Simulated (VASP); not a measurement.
Sc: relaxation of cell and atoms with PBE

Crystal: Sc.

```
CELL_PARAMETERS angstrom
3.30900 0.00000 0.00000
-1.65450 2.86568 0.00000
0.00000 0.00000 5.27330
ATOMIC_POSITIONS crystal
Sc 0.66667 0.33333 0.75000
Sc 0.33333 0.66667 0.25000
```

| Quantity | Value |
| --- | --- |
| Program | VASP 6.6.1 |
| Task | relaxation of cell and atoms |
| Functional | PBE |
| Potentials or basis | VASP PAW PBE potentials, release 64 (Sc_sv) |
| Cutoff | 600 eV |
| k mesh | 9 × 9 × 5 |
| Occupations | fermi-dirac, width 0.05 eV |
| Spin | no spin polarisation |
| Dipole correction | no |
| Further INCAR settings | ALGO = Normal; EDIFF = 1e-06; IBRION = 2; EDIFFG = -0.01; NSW = 60; ISIF = 3 |

```json
{"Relaxed volume": "24.71 Å³/atom", "Relaxed cell": "a = 3.320 Å, b = 3.320 Å, c = 5.178 Å, α = 90.00°, β = 90.00°, γ = 120.00°", "Space group after relaxing (to 0.05 Å)": "P6_3/mmc (No. 194)", "Energy gained by relaxing": "2.3 meV/atom", "Ionic steps": "5", "Pressure after relaxing": "0.0 GPa", "Band gap on the k mesh": "zero (band 11 reaches 4.41 eV, above the bottom of band 12 at 3.18 eV)"}
```

Step by step:
```
step  energy change (eV)  largest force (eV/Å)  pressure (GPa)  volume (Å³)
   1              0.0000                0.0000           -0.61        50.00
   2             -0.0037                0.0000            0.13        49.31
   3             -0.0039                0.0000            0.30        49.16
   4             -0.0045                0.0000            0.04        49.38
   5             -0.0045                0.0000            0.00        49.42
```

Final structure:
```xyz
2
Lattice="3.3197 0.0000 0.0000 -1.6599 2.8750 0.0000 0.0000 0.0000 5.1781" Properties=species:S:1:pos:R:3 pbc="T T T"
Sc    1.6599    0.9583    3.8836
Sc    0.0000    1.9166    1.2945
```

Levels at points of the mesh, in eV from the Fermi level:
```
           k point  band 9  band 10  band 11  band 12  band 13  band 14
(0.00, 0.00, 0.00)   -5.13    -1.64     0.59     1.58     1.58     1.83
```

Wall time 92 s on 1 thread of AMD EPYC 7R43 64-Core Processor (Zen 3), on a shared host, peak memory 0.16 GiB.
